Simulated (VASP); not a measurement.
# CdS (Greenockite) (P6_3mc) in VASP: a series of runs

CdS (Greenockite) is run at these levels: PBE; tasks: single point.

Everything below comes from runs of VASP 6.6.1. Logs are shortened: lines on timing, memory, paths and dates and some standing lists are left out, and cuts for length are marked.

### Step 1. The cell of the first run

The structure is hexagonal, space group P6_3mc (No. 186). Conventional cell: a = 4.332 Å, b = 4.332 Å, c = 7.049 Å, α = 90.00°, β = 90.00°, γ = 120.00°. Within 3.5 Å of Cd (site symmetry 3m) lie 4 S at 2.65 Å. S (site symmetry 3m) has 4 Cd at 2.65 Å within 3.5 Å.

### Step 2. Single point, PBE (volume scaled by 1.10, then relaxed in part)

File INCAR:

```
SYSTEM = CdS
  PREC = Accurate
  ENCUT = 540
  EDIFF = 1E-6
  ISMEAR = 0
  SIGMA = 0.02
  LREAL = .FALSE.
  LASPH = .TRUE.
  NELM = 120
  ALGO = Normal
  ISIF = 2
  LWAVE = .FALSE.
  LCHARG = .FALSE.
  GGA = PE
  NBANDS = 34
  GGA_COMPAT = .FALSE.
```

File KPOINTS:

```
regular mesh
0
G
  9 9 4
  0 0 0
```

File POSCAR:

```
CdS
1.0
    4.3320265109      0.0000000000      0.0000000000
   -2.1660132555      3.7516450083      0.0000000000
    0.0000000000      0.0000000000      7.0492771308
Cd S
2 2
Direct
    0.3333333333      0.6666666667     -0.0007922000
    0.6666666667      0.3333333333      0.4992078000
    0.3333333333      0.6666666667      0.3757922000
    0.6666666667      0.3333333333      0.8757922000
```

Potentials or basis: VASP PAW PBE potentials, release 64 (Cd_sv_GW, S).

Started as:

```
cat potpaw_PBE.64/Cd_sv_GW/POTCAR potpaw_PBE.64/S/POTCAR > POTCAR
mpirun -np 1 vasp_std > vasp.out
```

OUTCAR:

```text
SYSTEM = CdS
   PREC = Accurate
   ENCUT = 540
   EDIFF = 1E-6
   ISMEAR = 0
   LREAL = .FALSE.
   LASPH = .TRUE.
   NELM = 120
   ISIF = 2
   GGA = PE

 ion  position               nearest neighbor table
   1  0.333  0.667  0.999-   4 2.65   4 2.65   4 2.65   3 2.65
   2  0.667  0.333  0.499-   3 2.65   3 2.65   3 2.65   4 2.65
   3  0.333  0.667  0.376-   2 2.65   2 2.65   2 2.65   1 2.65
   4  0.667  0.333  0.876-   1 2.65   1 2.65   1 2.65   2 2.65

  LATTYP: Found a hexagonal cell.
 ALAT       =     4.3320265109
 C/A-ratio  =     1.6272469970

  Lattice vectors:

 A1 = (   4.3320265109,   0.0000000000,   0.0000000000)
 A2 = (  -2.1660132555,   3.7516450083,   0.0000000000)
 A3 = (   0.0000000000,   0.0000000000,   7.0492771308)

Analysis of symmetry for initial positions (statically):
=====================================================================
 Subroutine PRICEL returns:
 Original cell was already a primitive cell.

 Routine SETGRP: Setting up the symmetry group for a
 hexagonal supercell.

 Subroutine GETGRP returns: Found 12 space group operations
 (whereof  6 operations were pure point group operations)
 out of a pool of 24 trial point group operations.

The static configuration has the point symmetry C_3v.
 The point group associated with its full space group is C_6v.

Analysis of symmetry for dynamics (positions and initial velocities):
=====================================================================
 Subroutine PRICEL returns:
 Original cell was already a primitive cell.

 Routine SETGRP: Setting up the symmetry group for a
 hexagonal supercell.

 Subroutine GETGRP returns: Found 12 space group operations
 (whereof  6 operations were pure point group operations)
 out of a pool of 24 trial point group operations.

The dynamic configuration has the point symmetry C_3v.
 The point group associated with its full space group is C_6v.

 Subroutine INISYM returns: Found 12 space group operations
 (whereof  6 operations are pure point group operations),
 and found     1 'primitive' translations

----------------------------------------------------------------------------------------

                                     Primitive cell

  volume of cell :     114.5664

  direct lattice vectors                    reciprocal lattice vectors
     4.332026511  0.000000000  0.000000000     0.230838846  0.133274870  0.000000000
    -2.166013255  3.751645008  0.000000000     0.000000000  0.266549740  0.000000000
     0.000000000  0.000000000  7.049277131     0.000000000  0.000000000  0.141858517

  length of vectors
     4.332026511  4.332026511  7.049277131     0.266549740  0.266549740  0.141858517

  position of ions in fractional coordinates (direct lattice)
     0.333333333  0.666666667  0.999207800
     0.666666667  0.333333333  0.499207800
     0.333333333  0.666666667  0.375792200
     0.666666667  0.333333333  0.875792200

  ion indices of the primitive-cell ions
   primitive index   ion index
                 1           1
                 2           2
                 3           3
                 4           4

----------------------------------------------------------------------------------------

 KPOINTS: regular mesh

Automatic generation of k-mesh.
 Grid dimensions read from file:
 generate k-points for:    9    9    4

 Generating k-lattice:

  Cartesian coordinates                     Fractional coordinates (reciprocal lattice)
     0.025648761  0.014808319  0.000000000     0.111111111  0.000000000  0.000000000
     0.000000000  0.029616638  0.000000000     0.000000000  0.111111111  0.000000000
     0.000000000  0.000000000  0.035464629     0.000000000  0.000000000  0.250000000

  Length of vectors
     0.029616638  0.029616638  0.035464629

  Shift w.r.t. Gamma in fractional coordinates (k-lattice)
     0.000000000  0.000000000  0.000000000

 Subroutine IBZKPT returns following result:
 ===========================================

 Found     36 irreducible k-points:

 Following reciprocal coordinates:
            Coordinates               Weight
  0.000000  0.000000  0.000000      1.000000
  0.111111  0.000000  0.000000      6.000000
  0.222222 -0.000000  0.000000      6.000000
  0.333333 -0.000000  0.000000      6.000000
  0.444444 -0.000000  0.000000      6.000000
  0.111111  0.111111  0.000000      6.000000
[... 16 lines left out ...]
  0.333333  0.222222  0.250000     24.000000
  0.333333  0.333333  0.250000      4.000000
 [... further k-points ...]
   k-points           NKPTS =     36   k-points in BZ     NKDIM =     36   number of bands    NBANDS=     34
   number of dos      NEDOS =    301   number of ions     NIONS =      4
   total plane-waves  NPLWV =  69984
   dimension x,y,z NGX =    36 NGY =   36 NGZ =   54
   dimension x,y,z NGXF=    72 NGYF=   72 NGZF=  108
   ions per type =               2   2
   NGX,Y,Z   is equivalent  to a cutoff of  13.82, 13.82, 12.74 a.u.
   NGXF,Y,Z  is equivalent  to a cutoff of  27.63, 27.63, 25.47 a.u.
 SYSTEM =  CdS
   PREC   = accura    normal or accurate (medium, high low for compatibility)
   ISTART =      0    job   : 0-new  1-cont  2-samecut
   ICHARG =      2    charge: 1-file 2-atom 10-const
   ISPIN  =      1    spin polarized calculation?
   LNONCOLLINEAR =      F non collinear calculations
   LSORBIT =      F    spin-orbit coupling
   LASPH  =      T    aspherical Exc in radial PAW
   ENCUT  =  540.0 eV  39.69 Ry    6.30 a.u.   8.21  8.21 13.36*2*pi/ulx,y,z
   NELM   =    120;   NELMIN=  2; NELMDL= -5     # of ELM steps
   EDIFF  = 0.1E-05   stopping-criterion for ELM
   LREAL  =      F    real-space projection
   EDIFFG = 0.1E-04   stopping-criterion for IOM
   NSW    =      0    number of steps for IOM
   IBRION =     -1    ionic relax: 0-MD 1-quasi-New 2-CG
   NFREE  =      0    steps in history (QN), initial steepest desc. (CG)
   ISIF   =      2    stress and relaxation
   ISYM   =      2    0-nonsym 1-usesym 2-fastsym
   POTIM  = 0.5000    time-step for ionic-motion
   TEBEG  =    0.0;   TEEND  =   0.0 temperature during run
   PSTRESS=    0.0 pullay stress
   NELECT =      52.0000    total number of electrons
   NUPDOWN=      -1.0000    fix difference up-down
   EMIN   =  10.00;   EMAX   =-10.00  energy-range for DOS
   EFERMI =   0.00;   METHOD = LEGACY
   ISMEAR =     0;   SIGMA  =   0.02  broadening in eV -4-tet -1-fermi 0-gaus
   EFERMI_NEDOS =   21; number of points for ismear=-14 and -15
   IALGO  =     38    algorithm
   IMIX   =      4    mixing-type and parameters
     AMIX     =   0.40;   BMIX     =  1.00
     AMIX_MAG =   1.60;   BMIX_MAG =  1.00
  volume/ion in A,a.u.               =      28.64       193.28
  Fermi-wavevector in a.u.,A,eV,Ry     =   1.258124  2.377510 21.536338  1.582876
  Thomas-Fermi vector in A             =   2.391749
   LORBIT       =      0    0 simple, 1 ext, 2 COOP (PROOUT), +10 PAW based schemes
   GGA     = PE    functional components
   LHFCALC =     F    Hartree Fock is set to
   AEXX    =    0.0000 exact exchange contribution
   IVDW    =     0    specifies the selected vdW correction
   LEPSILON=     F    determine dielectric tensor
   LRPA    =     F    only Hartree local field effects (RPA)
 non-spin polarized calculation
 Gauss-broadening in eV      SIGMA  =   0.02
  energy-cutoff  :      540.00
  volume of cell :      114.57
 maximum number of plane-waves:      3285
 NGX is ok and might be reduce to    36
   NGX = 17   NGY = 17   NGZ = 27

 number of electron      52.0000020 magnetization

 Free energy of the ion-electron system (eV)
  ---------------------------------------------------
  ext. energy  EPLUGINS =         0.00000000
  ---------------------------------------------------
  free energy    TOTEN  =       -12.29609752 eV

  energy without entropy =      -12.29609752  energy(sigma->0) =      -12.29609752

 E-fermi :   1.8151     XC(G=0):  -8.5869

 val. band max:        1.5368349112   @ k =   0.0000   0.0000   0.0000
 cond. band min:       2.4175707308   @ k =   0.0000   0.0000   0.0000
 fundamental gap:      0.8807358196
 Fermi energy:         1.8151042076

 k-point     1 :       0.0000    0.0000    0.0000
  band No.  band energies     occupation
      1     -99.6036      2.00000
      2     -99.6035      2.00000
      3     -60.6697      2.00000
      4     -60.6694      2.00000
      5     -60.6694      2.00000
      6     -60.6694      2.00000
[... 26 lines left out ...]
     33       8.9698      0.00000
     34       8.9698      0.00000

 k-point     2 :       0.1111    0.0000    0.0000
  band No.  band energies     occupation
      1     -99.6035      2.00000
      2     -99.6035      2.00000
      3     -60.6696      2.00000
      4     -60.6694      2.00000
      5     -60.6693      2.00000
      6     -60.6693      2.00000
[... 26 lines left out ...]
     33       8.7645      0.00000
     34       9.1898      0.00000

 k-point     3 :       0.2222   -0.0000    0.0000
  band No.  band energies     occupation
      1     -99.6035      2.00000
      2     -99.6035      2.00000
      3     -60.6697      2.00000
      4     -60.6694      2.00000
      5     -60.6692      2.00000
      6     -60.6692      2.00000
[... 26 lines left out ...]
     33       9.0858      0.00000
     34       9.7845      0.00000

 k-point     4 :       0.3333   -0.0000    0.0000
  band No.  band energies     occupation
      1     -99.6036      2.00000
      2     -99.6035      2.00000
      3     -60.6697      2.00000
      4     -60.6696      2.00000
      5     -60.6694      2.00000
      6     -60.6693      2.00000
[... 26 lines left out ...]
     33       9.7583      0.00000
     34       9.8743      0.00000

 k-point     5 :       0.4444   -0.0000    0.0000
  band No.  band energies     occupation
      1     -99.6036      2.00000
      2     -99.6035      2.00000
      3     -60.6697      2.00000
      4     -60.6695      2.00000
      5     -60.6695      2.00000
      6     -60.6693      2.00000
[... 621 lines left out ...]
 k-point    22 :       0.2222    0.2222    0.2500
  band No.  band energies     occupation
      1     -99.6035      2.00000
      2     -99.6035      2.00000
      3     -60.6696      2.00000
      4     -60.6695      2.00000
      5     -60.6694      2.00000
      6     -60.6693      2.00000
[... 26 lines left out ...]
     33       9.3120      0.00000
     34      10.2159      0.00000

 k-point    23 :       0.3333    0.2222    0.2500
  band No.  band energies     occupation
      1     -99.6036      2.00000
      2     -99.6035      2.00000
      3     -60.6697      2.00000
      4     -60.6696      2.00000
      5     -60.6694      2.00000
      6     -60.6694      2.00000
[... 26 lines left out ...]
     33       9.8267      0.00000
     34      10.3555      0.00000

 k-point    24 :       0.3333    0.3333    0.2500
  band No.  band energies     occupation
      1     -99.6036      2.00000
      2     -99.6036      2.00000
      3     -60.6696      2.00000
      4     -60.6696      2.00000
      5     -60.6695      2.00000
      6     -60.6694      2.00000
[... 26 lines left out ...]
     33      10.3558      0.00000
     34      10.3608      0.00000

 [... further k-points ...]
[... 5 lines left out ...]
  --------------------------------------------------------------------------------------
  -------------------------------------------------------------------------------------
  Total       -3.5569548     -3.5569548     -3.5416846      0.0000000      0.0000000      0.0000000
  in kB      -49.7429452    -49.7429452    -49.5293966      0.0000000      0.0000000      0.0000000
  external PRESSURE =     -49.6717623 kB  Pullay stress =       0.0000000 kB

 VOLUME and BASIS-vectors are now :
 -----------------------------------------------------------------------------
  energy-cutoff  :      540.00
  volume of cell :      114.57
      direct lattice vectors                 reciprocal lattice vectors
     4.332026511  0.000000000  0.000000000     0.230838846  0.133274870  0.000000000
    -2.166013255  3.751645008  0.000000000     0.000000000  0.266549740  0.000000000
     0.000000000  0.000000000  7.049277131     0.000000000  0.000000000  0.141858517

 POSITION                                       TOTAL-FORCE (eV/Angst)
 -----------------------------------------------------------------------------------
     -0.00000      2.50110      7.04369         0.000000     -0.000000     -0.004488
      2.16601      1.25055      3.51905        -0.000000      0.000000     -0.004488
     -0.00000      2.50110      2.64906        -0.000000      0.000000      0.004488
      2.16601      1.25055      6.17370         0.000000      0.000000      0.004488
 -----------------------------------------------------------------------------------
    total drift:                               -0.000001      0.000001      0.002049

  FREE ENERGIE OF THE ION-ELECTRON SYSTEM (eV)
  ---------------------------------------------------
  free  energy   TOTEN  =       -12.2960975190 eV

  energy  without entropy=      -12.2960975190  energy(sigma->0) =      -12.29609752
```

Run time: 2.1 min. Hardware: 1 thread of Intel Xeon Platinum 8375C at 2.90GHz (Ice Lake), shared host; peak memory 0.34 GiB.

Results:

```
Free energy            : -12.2961 eV
Pressure               : -5.0 GPa
Largest force          : 0.004 eV/Å
Band gap on the k mesh : 0.88 eV, direct
```

Forces on the atoms (eV/Å):
```
Cd   0.000  0.000 -0.004
Cd   0.000  0.000 -0.004
S    0.000  0.000  0.004
S    0.000  0.000  0.004
```

### Step 3. Single point, PBE (volume scaled by 0.97, then relaxed in part)

File INCAR:

```
  PREC = Accurate
  ENCUT = 540
  EDIFF = 1E-6
  ISMEAR = 0
  SIGMA = 0.02
  LREAL = False
  LASPH = True
  NELM = 120
  ALGO = Normal
  ISIF = 2
  LWAVE = False
  LCHARG = False
  GGA = PE
  NBANDS = 34
  GGA_COMPAT = False
```

File KPOINTS:

```
regular mesh
0
Gamma
  9 9 4
```

File POSCAR:

```
CdS
1.0
    4.1541686323      0.0000000000      0.0000000000
   -2.0770843162      3.5976155672      0.0000000000
    0.0000000000      0.0000000000      6.7598584320
Cd S
2 2
Direct
    0.3333333333      0.6666666667     -0.0007922000
    0.6666666667      0.3333333333      0.4992078000
    0.3333333333      0.6666666667      0.3757922000
    0.6666666667      0.3333333333      0.8757922000
```

Potentials or basis: VASP PAW PBE potentials, release 64 (Cd_sv_GW, S).

Started as:

```
cat potpaw_PBE.64/Cd_sv_GW/POTCAR potpaw_PBE.64/S/POTCAR > POTCAR
mpirun -np 1 vasp_std > vasp.out
```

Wall time 76 s (1 thread of Intel Xeon Platinum 8559C (Emerald Rapids), shared host); peak memory 0.29 GiB.

It converged, with:

```
Free energy            : -12.4240 eV
Pressure               : 0.7 GPa
Band gap on the k mesh : 1.18 eV, direct
```

Levels at points of the mesh, in eV from the valence-band top:
```csv
k point,band 22,band 23,band 24,band 25,band 26,band 27,band 28,band 29,band 30,band 31
"(0.00, 0.00, 0.00)",-0.73,-0.73,-0.04,0.00,0.00,1.18,2.78,6.50,6.50,6.79
"(0.00, 0.00, 0.50)",-2.43,-0.38,-0.38,-0.38,-0.38,2.82,2.82,6.16,6.16,6.84
```

### Step 4. Single point, PBE (volume scaled by 1.03, then relaxed in part)

File INCAR:

```
SYSTEM = CdS
  ALGO = Normal
  EDIFF = 1E-6
  ENCUT = 540
  GGA = PE
  GGA_COMPAT = .FALSE.
  ISIF = 2
  ISMEAR = 0
  LASPH = .TRUE.
  LCHARG = .TRUE.
  LELF = .TRUE.
  LREAL = .FALSE.
  LVHAR = .TRUE.
  LWAVE = .FALSE.
  NBANDS = 34
  NELM = 120
  PREC = Accurate
  SIGMA = 0.02
```

File KPOINTS:

```
k-points
0
G
  9 9 4
  0 0 0
```

File POSCAR:

```
CdS
1.0
    4.2381138477      0.0000000000      0.0000000000
   -2.1190569239      3.6703142563      0.0000000000
    0.0000000000      0.0000000000      6.8964580317
Cd S
2 2
Direct
    0.3333333333      0.6666666667     -0.0007922000
    0.6666666667      0.3333333333      0.4992078000
    0.3333333333      0.6666666667      0.3757922000
    0.6666666667      0.3333333333      0.8757922000
```

Started as:

```
cat potpaw_PBE.64/Cd_sv_GW/POTCAR potpaw_PBE.64/S/POTCAR > POTCAR
mpirun -np 1 vasp_std > vasp.out
```

Wall time 2.5 min (1 thread of Intel Xeon Platinum 8259CL at 2.50GHz (Skylake/Cascade Lake), shared host); peak memory 0.31 GiB.

It converged, with:

```
Free energy            : -12.4259 eV
Pressure               : -2.4 GPa
Band gap on the k mesh : 1.04 eV, direct
```

Forces in eV/Å, atoms in the order of the input:
```
Cd   0.000  0.000 -0.002
Cd   0.000  0.000 -0.002
S    0.000  0.000  0.002
S    0.000  0.000  0.002
```

Levels at points of the mesh, in eV from the valence-band top:
| k point | band 22 | band 23 | band 24 | band 25 | band 26 | band 27 | band 28 | band 29 | band 30 | band 31 |
| --- | --- | --- | --- | --- | --- | --- | --- | --- | --- | --- |
| (0.00, 0.00, 0.00) | -0.65 | -0.65 | -0.03 | 0.00 | 0.00 | 1.04 | 2.69 | 6.49 | 6.49 | 6.78 |
| (0.00, 0.00, 0.50) | -2.29 | -0.34 | -0.34 | -0.34 | -0.34 | 2.68 | 2.68 | 6.09 | 6.09 | 6.82 |

### Step 5. The runs side by side

| cell | gap on the mesh (eV) | pressure (GPa) |
| --- | --- | --- |
| a = 4.332, b = 4.332, c = 7.049 Å, angles 90.0, 90.0, 120.0°, 4 atoms | 0.88 | -5.0 |
| a = 4.154, b = 4.154, c = 6.760 Å, angles 90.0, 90.0, 120.0°, 4 atoms | 1.18 | 0.7 |
| a = 4.238, b = 4.238, c = 6.896 Å, angles 90.0, 90.0, 120.0°, 4 atoms | 1.04 | -2.4 |

Alike in all rows: task single point; level PBE; potentials or basis VASP PAW PBE potentials, release 64 (Cd_sv_GW, S); no spin polarisation; k mesh 9 × 9 × 4; cutoff (eV) 540; smearing gaussian 0.02 eV.

Total energies depend on the potentials used, so only differences within one code and one set of settings carry meaning.
